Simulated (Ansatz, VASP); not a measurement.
**Two plane-wave programs on SnSe2**

The input INCAR:

```
SYSTEM = SnSe2
  PREC = Accurate
  ENCUT = 520
  EDIFF = 1E-6
  ISMEAR = 0
  SIGMA = 0.1
  LREAL = .False.
  LASPH = .True.
  NELM = 100
  ALGO = Normal
  ISIF = 2
  LWAVE = .False.
  LCHARG = .False.
  GGA = PE
  IVDW = 12
  NBANDS = 20
```

File KPOINTS:

```
regular mesh
0
Gamma
  6 6 4
  0 0 0
```

The input POSCAR:

```
SnSe2
1.0
    3.1117827600      0.0000000000      0.0000000000
   -1.5558913800      2.6948829300      0.0000000000
    0.0000000000      0.0000000000      6.1928460600
Sn Se
1 2
Direct
    0.0000000000      0.0000000000      0.5000000000
    0.3333333300      0.6666666700      0.2543257100
    0.3333333300      0.6666666700      0.7456742900
```

Input for Ansatz:

```yaml
crystal:
  lattice:
    - [3.11178276, 0.0, 0.0]
    - [-1.55589138, 2.69488293, 0.0]
    - [0.0, 0.0, 6.19284606]
  atoms:
    - { symbol: Sn, position: [0.0, 0.0, 0.5] }
    - { symbol: Se, position: [0.33333333, 0.66666667, 0.25432571] }
    - { symbol: Se, position: [0.33333333, 0.66666667, 0.74567429] }
basis:
  ecutwfc: 420
kpoints:
  mp_grid: { grid: [6, 6, 4] }
hamiltonian:
  xc: pbe
  dispersion: d3bj
scf:
  occupations: { method: gaussian, width: 0.1 }
  lower_state_search: "off"
output:
  forces: true
  stress: true
  eigenvalues: true
```

Alike in both runs: task single point; functional PBE; dispersion D3(BJ); k mesh 6 × 6 × 4; occupations gaussian, width 0.1 eV; no spin polarisation.

|  | VASP | Ansatz |
| --- | --- | --- |
| version | VASP 6.6.1 | Ansatz 0.2.0 |
| potentials or method | VASP PAW PBE potentials, release 64 (Sn_d, Se), cutoff 520 eV | scalar-relativistic, plane waves, PAW |
| valence electrons in the cell | 26 | 46 |

VASP gave:

* gap on the k mesh at the Fermi level (eV): none
* rms of the force components (eV/Å): 4.151

**Question.** What did Ansatz give for the same quantities?

**Answer.** gap on the k mesh at the Fermi level (eV): none; rms of the force components (eV/Å): 4.118.

Atom by atom the forces differ by 0.033 eV/Å (rms over components). A gap of «none» marks a metal or a gap that the smearing closes. VASP's potentials hold 26 valence electrons a cell and Ansatz's 46, so a difference there can come from the potentials and not from the codes.

The k mesh is coarse, so the values compare programs but aren't converged.
